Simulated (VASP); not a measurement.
A run of VASP 6.6.1:

POSCAR

```
LiF
1.0
    0.0000000000      1.9946428200      1.9946428200
    1.9946428200      0.0000000000      1.9946428200
    1.9946428200      1.9946428200      0.0000000000
Li F
1 1
Direct
    0.0000000000      0.0000000000      0.0000000000
    0.5000000000      0.5000000000      0.5000000000
```

Contents of INCAR.step1:

```
SYSTEM = LiF
  ALGO = Normal
  EDIFF = 1E-4
  ENCUT = 520
  GGA = PE
  ISMEAR = -1
  LASPH = .True.
  LCHARG = .False.
  LREAL = .False.
  LWAVE = .True.
  NBANDS = 12
  NELM = 60
  PREC = Accurate
  SIGMA = 0.02
```

Contents of INCAR.step2:

```
SYSTEM = LiF
  ALGO = Normal
  EDIFF = 1E-6
  ENCUT = 520
  ISIF = 2
  ISMEAR = -1
  ISTART = 1
  LASPH = .True.
  LCHARG = .False.
  LMIXTAU = .True.
  LREAL = .False.
  LWAVE = .False.
  METAGGA = R2SCAN
  NBANDS = 12
  NELM = 60
  PREC = Accurate
  SIGMA = 0.02
```

Contents of KPOINTS:

```
k-points
0
Gamma
  12 12 12
  0 0 0
```

Potentials or basis: VASP PAW PBE potentials, release 64 (Li_sv, F).

Launch:

```console
$ cat potpaw_PBE.64/Li_sv/POTCAR potpaw_PBE.64/F/POTCAR > POTCAR
$ cp INCAR.step1 INCAR
$ mpirun -np 1 vasp_std > vasp.out
$ cp INCAR.step2 INCAR
$ mpirun -np 1 vasp_std > vasp.out
```

Hardware: 1 thread of Intel(R) Xeon(R) 6975P-C (Granite Rapids), with other jobs on the host.

Q: How long does it take, and how much memory?

A: Run time: 22 s on 1 thread of Intel(R) Xeon(R) 6975P-C (Granite Rapids) (shared host), peak memory 0.14 GiB. Counts: k points 72.
